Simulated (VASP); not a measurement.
# CdGeTe4Br2: single point with PBE

CdGeTe4Br2:

```
CELL_PARAMETERS angstrom
-4.20032 4.20032 3.54641
4.20032 -4.20032 3.54641
4.20032 4.20032 -3.54641
ATOMIC_POSITIONS crystal
Br 0.50000 0.00000 0.50000
Br 0.00000 0.50000 0.50000
Cd 0.50000 0.50000 0.00000
Ge 0.00000 0.00000 0.00000
Te 0.94972 0.94972 0.34988
Te 0.05028 0.40016 0.00000
Te 0.59984 0.59984 0.65012
Te 0.40016 0.05028 0.00000
```

```yaml
Program: VASP 6.6.1
Task: single point
Functional: PBE
Potentials_or_basis: VASP PAW PBE potentials, release 64 (Br, Cd, Ge_d, Te)
Cutoff: 520 eV
k_mesh: 6 × 6 × 6
Occupations: fermi-dirac, width 0.0487 eV
Spin: no spin polarisation
Dipole_correction: no
Further_INCAR_settings: ALGO = Normal; EDIFF = 1e-06; NBANDS = 42
```

| Item | Value |
| --- | --- |
| Pressure | 0.1 GPa |
| Largest force | 0.275 eV/Å |
| Band gap on the k mesh | zero (bands 32 and 33 overlap by 0.81 eV) |

Forces in eV/Å, atoms in the order of the input:
```
Br   0.000  0.000  0.000
Br   0.000  0.000  0.000
Cd   0.000  0.000  0.000
Ge   0.000  0.000  0.000
Te   0.194  0.194  0.022
Te   0.194 -0.194 -0.022
Te  -0.194 -0.194  0.022
Te  -0.194  0.194 -0.022
```

Stress tensor (GPa, compression positive):
```
-0.64  0.00  0.00
 0.00 -0.64  0.00
 0.00  0.00  1.54
```

Levels at points of the mesh, in eV from the Fermi level:
| k point | band 28 | band 29 | band 30 | band 31 | band 32 | band 33 | band 34 | band 35 | band 36 | band 37 |
| --- | --- | --- | --- | --- | --- | --- | --- | --- | --- | --- |
| (0.00, 0.00, 0.00) | -0.53 | -0.52 | -0.52 | 0.09 | 0.48 | 0.82 | 0.82 | 2.01 | 3.10 | 4.24 |
| (0.50, 0.00, 0.00) | -1.50 | -0.72 | -0.70 | -0.29 | -0.17 | 0.23 | 0.34 | 1.63 | 2.35 | 3.73 |
| (0.50, 0.50, 0.00) | -1.41 | -0.86 | -0.68 | -0.58 | -0.37 | 0.11 | 0.88 | 1.79 | 3.15 | 3.20 |
| (0.50, 0.50, 0.50) | -1.54 | -0.73 | -0.73 | -0.68 | -0.30 | -0.30 | -0.15 | 0.52 | 3.31 | 3.46 |

Wall time 6 min on 1 thread of Intel(R) Xeon(R) Platinum 8259CL CPU @ 2.50GHz (Skylake/Cascade Lake), with other jobs on the host, peak memory 0.62 GiB.

Caveat: spin-orbit coupling is left out, which moves the levels of the heavy elements.
